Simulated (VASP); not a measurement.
Input of a VASP 6.6.1 run:

File INCAR:

```
PREC     = Accurate       # precision mode
ENCUT    = 520            # plane-wave cutoff, eV
EDIFF    = 1E-6           # SCF threshold, eV
ISMEAR   = -1             # smearing method
SIGMA    = 0.05           # smearing width, eV
LREAL    = F              # projectors in reciprocal space
LASPH    = T              # aspherical terms in the spheres
NELM     = 100            # most SCF steps
ALGO     = Normal         # electronic algorithm
ISIF     = 2              # what is computed and relaxed
LWAVE    = F              # write WAVECAR
LCHARG   = F              # write CHGCAR
GGA      = PE             # functional
NBANDS   = 11             # bands
```

KPOINTS

```
Automatic mesh
0
Gamma
  12 12 12
```

The input POSCAR:

```
Pd
1.0
    0.0000000000      1.9710426500      1.9710426500
    1.9710426500      0.0000000000      1.9710426500
    1.9710426500      1.9710426500      0.0000000000
Pd
1
Direct
    0.0000000000      0.0000000000      0.0000000000
```

Potentials or basis: VASP PAW PBE potentials, release 64 (Pd).

Run with:

```sh
$ cat potpaw_PBE.64/Pd/POTCAR > POTCAR
$ mpirun -np 1 vasp_std > vasp.out
```

Question: What does it give for the band gap on the k mesh?

Answer: Zero (band 5 reaches 9.42 eV, above the bottom of band 6 at 7.94 eV).

Question: What does it give for the pressure?

Answer: -0.3 GPa.
